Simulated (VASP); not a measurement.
# Mn2InN2 (C2/m) in VASP: single point with LDA

Aim: the single point of Mn2InN2 with LDA.

Program: VASP 6.6.1. These are calculated values, not measurements. Logs are shortened: lines on timing, memory, paths and dates and some standing lists are left out, and cuts for length are marked.

## Step 1: The cell of the first run

The structure is monoclinic, space group C2/m (No. 12). Conventional cell: a = 5.554 Å, b = 3.225 Å, c = 7.406 Å, α = 90.00°, β = 90.18°, γ = 90.00°. Within 4.2 Å of In (site symmetry 2/m) lie 6 N at 3.17 to 3.18 Å and 6 In at 3.21 to 3.23 Å and 6 Mn at 3.41 Å. Mn (site symmetry m) has 4 N at 1.88 to 1.97 Å and 3 Mn at 2.51 Å within 2.6 Å. Within 2.5 Å of N (site symmetry m) lie 4 Mn at 1.88 to 1.97 Å.

## Step 2: Single point, LDA, collinear spin, ferromagnetic start

Input file INCAR:

```
SYSTEM = Mn2InN2
  PREC = Accurate
  ENCUT = 520
  EDIFF = 1E-6
  ISMEAR = 0
  SIGMA = 0.1
  LREAL = .FALSE.
  LASPH = .TRUE.
  NELM = 150
  ALGO = Normal
  ISIF = 2
  LWAVE = .FALSE.
  LCHARG = .FALSE.
  ISPIN = 2
  MAGMOM = 0 4 4 0 0
  LORBIT = 11
  LMAXMIX = 4
  GGA = CA
  NBANDS = 36
```

Input file KPOINTS:

```
Automatic mesh
0
G
  7 7 3
  0 0 0
```

Input file POSCAR:

```
Mn2InN2
1.0
    2.7770159899     -1.6127287546      0.0000000000
    2.7770159899      1.6127287546      0.0000000000
   -0.0228246757      0.0000000000      7.4063662167
In Mn N
1 2 2
Direct
    0.0000000000      0.0000000000      0.5000000000
    0.6664280000      0.6664280000      0.8856840000
    0.3335720000      0.3335720000      0.1143160000
    0.6679540000      0.6679540000      0.1518960000
    0.3320460000      0.3320460000      0.8481040000
```

Potentials or basis: VASP PAW LDA potentials, release 64 (In_d, Mn_pv, N).

The run is started by

```
cat potpaw_LDA.64/In_d/POTCAR potpaw_LDA.64/Mn_pv/POTCAR potpaw_LDA.64/N/POTCAR > POTCAR
mpirun -np 1 vasp_std > vasp.out
```

OUTCAR:

```text
SYSTEM = Mn2InN2
   PREC = Accurate
   ENCUT = 520
   EDIFF = 1E-6
   ISMEAR = 0
   LREAL = .FALSE.
   LASPH = .TRUE.
   NELM = 150
   ISIF = 2
   ISPIN = 2
   LORBIT = 11
   GGA = CA

 ion  position               nearest neighbor table
   1  0.000  0.000  0.500-   2 3.41   2 3.41   3 3.41   3 3.41   2 3.41   3 3.41
   2  0.666  0.666  0.886-   5 1.88   5 1.88   5 1.88   4 1.97   3 2.51   3 2.51   3 2.51   1 3.41
                             1 3.41   1 3.41
   3  0.334  0.334  0.114-   4 1.88   4 1.88   4 1.88   5 1.97   2 2.51   2 2.51   2 2.51   1 3.41
                             1 3.41   1 3.41
   4  0.668  0.668  0.152-   3 1.88   3 1.88   3 1.88   2 1.97
   5  0.332  0.332  0.848-   2 1.88   2 1.88   2 1.88   3 1.97

  LATTYP: Found a base centered monoclinic cell.
 ALAT       =     5.5540319798
 B/A-ratio  =     0.5807416163
 C/A-ratio  =     1.3335179584
 COS(beta)  =    -0.0030817498

  Lattice vectors:

 A1 = (   2.7770159899,  -1.6127287546,   0.0000000000)
 A2 = (   2.7770159899,   1.6127287546,   0.0000000000)
 A3 = (  -0.0228246757,   0.0000000000,   7.4063662167)

Analysis of symmetry for initial positions (statically):
=====================================================================
 Subroutine PRICEL returns:
 Original cell was already a primitive cell.

 Routine SETGRP: Setting up the symmetry group for a
 base centered monoclinic supercell.

 Subroutine GETGRP returns: Found  4 space group operations
 (whereof  4 operations were pure point group operations)
 out of a pool of  4 trial point group operations.

The static configuration has the point symmetry C_2h.

Analysis of symmetry for dynamics (positions and initial velocities):
=====================================================================
 Subroutine PRICEL returns:
 Original cell was already a primitive cell.

 Routine SETGRP: Setting up the symmetry group for a
 base centered monoclinic supercell.

 Subroutine GETGRP returns: Found  4 space group operations
 (whereof  4 operations were pure point group operations)
 out of a pool of  4 trial point group operations.

The dynamic configuration has the point symmetry C_2h.

Analysis of structural, dynamic, and magnetic symmetry:
=====================================================================
 Subroutine PRICEL returns:
 Original cell was already a primitive cell.

 Routine SETGRP: Setting up the symmetry group for a
 base centered monoclinic supercell.

 Subroutine GETGRP returns: Found  4 space group operations
 (whereof  4 operations were pure point group operations)
 out of a pool of  4 trial point group operations.

The overall configuration has the point symmetry C_2h.

 Subroutine INISYM returns: Found  4 space group operations
 (whereof  4 operations are pure point group operations),
 and found     1 'primitive' translations

----------------------------------------------------------------------------------------

                                     Primitive cell

  volume of cell :      66.3399

  direct lattice vectors                    reciprocal lattice vectors
     2.777015990 -1.612728755  0.000000000     0.180049377 -0.310033537  0.000554870
     2.777015990  1.612728755  0.000000000     0.180049377  0.310033537  0.000554870
    -0.022824676  0.000000000  7.406366217     0.000000000  0.000000000  0.135018978

  length of vectors
     3.211341129  3.211341129  7.406401387     0.358523193  0.358523193  0.135018978

  position of ions in fractional coordinates (direct lattice)
     1.000000000  1.000000000  0.500000000
     0.666428000  0.666428000  0.885684000
     0.333572000  0.333572000  0.114316000
     0.667954000  0.667954000  0.151896000
     0.332046000  0.332046000  0.848104000

  ion indices of the primitive-cell ions
   primitive index   ion index
                 1           1
                 2           2
                 3           3
                 4           4
                 5           5

----------------------------------------------------------------------------------------

 KPOINTS: Automatic mesh

Automatic generation of k-mesh.
 Grid dimensions read from file:
 generate k-points for:    7    7    3

 Generating k-lattice:

  Cartesian coordinates                     Fractional coordinates (reciprocal lattice)
     0.025721340 -0.044290505  0.000079267     0.142857143  0.000000000  0.000000000
     0.025721340  0.044290505  0.000079267     0.000000000  0.142857143  0.000000000
     0.000000000  0.000000000  0.045006326     0.000000000  0.000000000  0.333333333

  Length of vectors
     0.051217599  0.051217599  0.045006326

  Shift w.r.t. Gamma in fractional coordinates (k-lattice)
     0.000000000  0.000000000  0.000000000

 Subroutine IBZKPT returns following result:
 ===========================================

 Found     44 irreducible k-points:

 Following reciprocal coordinates:
            Coordinates               Weight
  0.000000  0.000000  0.000000      1.000000
  0.142857  0.000000  0.000000      4.000000
  0.285714  0.000000 -0.000000      4.000000
  0.428571  0.000000  0.000000      4.000000
  0.142857  0.142857  0.000000      2.000000
  0.285714  0.142857  0.000000      4.000000
[... 16 lines left out ...]
 -0.142857  0.000000  0.333333      4.000000
  0.142857  0.142857  0.333333      2.000000
 [... further k-points ...]
   k-points           NKPTS =     44   k-points in BZ     NKDIM =     44   number of bands    NBANDS=     36
   number of dos      NEDOS =    301   number of ions     NIONS =      5
   total plane-waves  NPLWV =  32256
   dimension x,y,z NGX =    24 NGY =   24 NGZ =   56
   dimension x,y,z NGXF=    48 NGYF=   48 NGZF=  112
   ions per type =               1   2   2
   NGX,Y,Z   is equivalent  to a cutoff of  12.42, 12.42, 12.57 a.u.
   NGXF,Y,Z  is equivalent  to a cutoff of  24.85, 24.85, 25.14 a.u.
 SYSTEM =  Mn2InN2
   PREC   = accura    normal or accurate (medium, high low for compatibility)
   ISTART =      0    job   : 0-new  1-cont  2-samecut
   ICHARG =      2    charge: 1-file 2-atom 10-const
   ISPIN  =      2    spin polarized calculation?
   LNONCOLLINEAR =      F non collinear calculations
   LSORBIT =      F    spin-orbit coupling
   LASPH  =      T    aspherical Exc in radial PAW
   ENCUT  =  520.0 eV  38.22 Ry    6.18 a.u.   5.97  5.97 13.77*2*pi/ulx,y,z
   NELM   =    150;   NELMIN=  2; NELMDL= -5     # of ELM steps
   EDIFF  = 0.1E-05   stopping-criterion for ELM
   LREAL  =      F    real-space projection
   EDIFFG = 0.1E-04   stopping-criterion for IOM
   NSW    =      0    number of steps for IOM
   IBRION =     -1    ionic relax: 0-MD 1-quasi-New 2-CG
   NFREE  =      0    steps in history (QN), initial steepest desc. (CG)
   ISIF   =      2    stress and relaxation
   ISYM   =      2    0-nonsym 1-usesym 2-fastsym
   POTIM  = 0.5000    time-step for ionic-motion
   TEBEG  =    0.0;   TEEND  =   0.0 temperature during run
   PSTRESS=    0.0 pullay stress
   NELECT =      49.0000    total number of electrons
   NUPDOWN=      -1.0000    fix difference up-down
   EMIN   =  10.00;   EMAX   =-10.00  energy-range for DOS
   EFERMI =   0.00;   METHOD = LEGACY
   ISMEAR =     0;   SIGMA  =   0.10  broadening in eV -4-tet -1-fermi 0-gaus
   EFERMI_NEDOS =   21; number of points for ismear=-14 and -15
   IALGO  =     38    algorithm
   IMIX   =      4    mixing-type and parameters
     AMIX     =   0.40;   BMIX     =  1.00
     AMIX_MAG =   1.60;   BMIX_MAG =  1.00
  volume/ion in A,a.u.               =      13.27        89.54
  Fermi-wavevector in a.u.,A,eV,Ry     =   1.479842  2.796495 29.795822  2.189931
  Thomas-Fermi vector in A             =   2.593949
   LORBIT       =     11    0 simple, 1 ext, 2 COOP (PROOUT), +10 PAW based schemes
   GGA     = CA    functional components
   LHFCALC =     F    Hartree Fock is set to
   AEXX    =    0.0000 exact exchange contribution
   IVDW    =     0    specifies the selected vdW correction
   LEPSILON=     F    determine dielectric tensor
   LRPA    =     F    only Hartree local field effects (RPA)
 spin polarized calculation
 Gauss-broadening in eV      SIGMA  =   0.10
  energy-cutoff  :      520.00
  volume of cell :       66.34
 maximum number of plane-waves:      1807
   NGX = 11   NGY = 11   NGZ = 27

 number of electron      49.0000000 magnetization       2.5819665

 Free energy of the ion-electron system (eV)
  ---------------------------------------------------
  ext. energy  EPLUGINS =         0.00000000
  ---------------------------------------------------
  free energy    TOTEN  =       -42.38137271 eV

  energy without entropy =      -42.36332283  energy(sigma->0) =      -42.37234777

 E-fermi :   7.4905     XC(G=0): -11.8930

 val. band max:        7.4869978129   @ k =   0.2857   0.2857   0.0000
 cond. band min:       7.4941387140   @ k =   0.4286   0.0000   0.0000
 fundamental gap:      0.0071409012
 Fermi energy:         7.4905204390

 spin component 1

 k-point     1 :       0.0000    0.0000    0.0000
  band No.  band energies     occupation
      1     -41.3512      1.00000
      2     -41.3446      1.00000
      3     -41.2381      1.00000
      4     -41.2319      1.00000
      5     -41.1280      1.00000
      6     -40.9075      1.00000
[... 925 lines left out ...]
     35      16.7905      0.00000
     36      18.0904      0.00000

 [... further k-points ...]

 spin component 2

 k-point     1 :       0.0000    0.0000    0.0000
  band No.  band energies     occupation
      1     -40.0036      1.00000
      2     -39.9939      1.00000
      3     -39.9797      1.00000
      4     -39.8844      1.00000
      5     -39.8751      1.00000
      6     -39.7486      1.00000
[... 925 lines left out ...]
     35      16.8123      0.00000
     36      18.2118      0.00000

 [... further k-points ...]
[... 5 lines left out ...]
  --------------------------------------------------------------------------------------
  -------------------------------------------------------------------------------------
  Total       -5.0606857     -5.1742544     -4.3283710      0.0000000      0.0000000     -0.0219439
  in kB     -122.2207830   -124.9635833   -104.5346269      0.0000000      0.0000000     -0.5299672
  external PRESSURE =    -117.2396644 kB  Pullay stress =       0.0000000 kB

 VOLUME and BASIS-vectors are now :
 -----------------------------------------------------------------------------
  energy-cutoff  :      520.00
  volume of cell :       66.34
      direct lattice vectors                 reciprocal lattice vectors
     2.777015990 -1.612728755  0.000000000     0.180049377 -0.310033537  0.000554870
     2.777015990  1.612728755  0.000000000     0.180049377  0.310033537  0.000554870
    -0.022824676  0.000000000  7.406366217     0.000000000  0.000000000  0.135018978

 POSITION                                       TOTAL-FORCE (eV/Angst)
 -----------------------------------------------------------------------------------
     -0.01141      0.00000      3.70318         0.000000     -0.000000      0.000000
      3.68115      0.00000      6.55970        -0.031698      0.000000      0.417374
      1.85006      0.00000      0.84667         0.031698      0.000000     -0.417374
      3.70637      0.00000      1.12500        -0.032249      0.000000     -0.565948
      1.82484      0.00000      6.28137         0.032249      0.000000      0.565948
 -----------------------------------------------------------------------------------
    total drift:                                0.000000      0.000000      0.000000

  FREE ENERGIE OF THE ION-ELECTRON SYSTEM (eV)
  ---------------------------------------------------
  free  energy   TOTEN  =       -42.3813727063 eV

  energy  without entropy=      -42.3633228276  energy(sigma->0) =      -42.37234777

 total charge

# of ion       s       p       d       tot
------------------------------------------
    1        1.055   0.408   9.854  11.317
    2        0.359   6.403   5.290  12.052
    3        0.359   6.403   5.290  12.052
    4        1.256   2.381   0.000   3.637
    5        1.256   2.381   0.000   3.637
--------------------------------------------------
tot          4.285  17.975  20.434  42.694

 magnetization (x)

# of ion       s       p       d       tot
------------------------------------------
    1        0.026  -0.025   0.002   0.003
    2        0.011   0.021   1.262   1.294
    3        0.011   0.021   1.262   1.294
    4       -0.001  -0.059   0.000  -0.060
    5       -0.001  -0.059   0.000  -0.060
--------------------------------------------------
tot          0.045  -0.099   2.526   2.472
```

Wall time 2.5 min (1 thread of AMD EPYC 7R13 (Zen 3), shared host); peak memory 0.24 GiB.

What came out:

- Free energy: -42.3814 eV
- Pressure: -11.7 GPa
- Largest force: 0.567 eV/Å
- Net moment: 2.58 μB per cell
- Site moments: In +0.00; Mn +1.29; N -0.06 μB
- Valence electrons inside the program's atomic spheres: In 11.32; Mn 12.05; N 3.64

Forces on the atoms (eV/Å):
```
In   0.000  0.000  0.000
Mn  -0.032  0.000  0.417
Mn   0.032  0.000 -0.417
N   -0.032  0.000 -0.566
N    0.032  0.000  0.566
```

Caveat: the cell stands under tension; spin-orbit coupling is left out, which moves the levels of the heavy elements; only a ferromagnetic start was run, and an antiferromagnetic order may lie lower in energy.
